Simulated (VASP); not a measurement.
Input of a VASP 6.6.1 run:

File INCAR:

```
PREC     = Accurate       # precision mode
ENCUT    = 520            # plane-wave cutoff, eV
EDIFF    = 1E-6           # SCF threshold, eV
ISMEAR   = -1             # smearing method
SIGMA    = 0.05           # smearing width, eV
LREAL    = F              # projectors in reciprocal space
LASPH    = T              # aspherical terms in the spheres
NELM     = 80             # most SCF steps
ALGO     = Normal         # electronic algorithm
ISIF     = 2              # what is computed and relaxed
LWAVE    = F              # write WAVECAR
LCHARG   = F              # write CHGCAR
GGA      = PS             # functional
IVDW     = 13             # dispersion correction
NBANDS   = 14             # bands
```

KPOINTS

```
Automatic mesh
0
Gamma
  11 11 6
```

File POSCAR:

```
Re
1.0
    2.7404786118      0.0000000000      0.0000000000
   -1.3702393059      2.3733240963      0.0000000000
    0.0000000000      0.0000000000      4.4275269430
Re
2
Direct
    0.6666666667      0.3333333333      0.7500000000
    0.3333333333      0.6666666667      0.2500000000
```

Potentials or basis: VASP PAW PBE potentials, release 64 (Re).

The run is started by

```bash
$ cat potpaw_PBE.64/Re/POTCAR > POTCAR
$ mpirun -np 1 vasp_std > vasp.out
```

**Question.** Estimate the pressure.

**Answer.** 0.2 GPa.

**Question.** Predict the dispersion energy per atom.

**Answer.** -0.420 eV.

**Question.** Estimate the band gap on the k mesh.

**Answer.** Zero (bands 7 and 8 overlap by 3.18 eV).

Stress tensor (GPa, compression positive):
```
0.22 0.00 0.00
0.00 0.22 0.00
0.00 0.00 0.06
```

Caveat: the PAW data sets were made with another functional, which shifts forces and pressure a little; spin-orbit coupling is left out, which moves the levels of the heavy elements.
